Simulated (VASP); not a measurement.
Here is a VASP 6.6.1 calculation.

INCAR

```
PREC = Accurate
ENCUT = 600
EDIFF = 1E-7
ISMEAR = 0
SIGMA = 0.1
LREAL = F
LASPH = T
NELM = 60
ALGO = Normal
ISIF = 3
LWAVE = F
LCHARG = F
GGA = PE
IBRION = 2
NSW = 90
EDIFFG = -0.04
```

File KPOINTS:

```
Automatic mesh
0
Gamma
  6 6 2
```

POSCAR

```
AlGa2N3
1.0
    3.4026705300      0.0000000000      0.0000000000
   -1.7013352700      2.9467991200      0.0000000000
    0.0000000000      0.0000000000      8.3348065700
Al Ga N
1 2 3
Direct
    0.6666666700      0.3333333300      0.3333333300
    0.0000000000      0.0000000000      0.0000000000
    0.3333333300      0.6666666700      0.6666666700
    0.3333333300      0.6666666700      0.9166666700
    0.6666666700      0.3333333300      0.5833333300
    0.0000000000      0.0000000000      0.2500000000
```

Potentials or basis: VASP PAW PBE potentials, release 64 (Al, Ga_d, N).

Run with:

```console
$ cat potpaw_PBE.64/Al/POTCAR potpaw_PBE.64/Ga_d/POTCAR potpaw_PBE.64/N/POTCAR > POTCAR
$ mpirun -np 1 vasp_std > vasp.out
```

(1) Predict the relaxed volume.

(2) Estimate the band gap on the k mesh.

(3) Estimate the relaxed cell.

Answers

(1) 11.38 Å³/atom.

(2) 2.15 eV, direct.

(3) a = 3.181 Å, b = 3.181 Å, c = 7.794 Å, α = 90.00°, β = 90.00°, γ = 120.00°.

Caveat: the volume moved by over 15 % at a fixed basis, so the end points are rough.
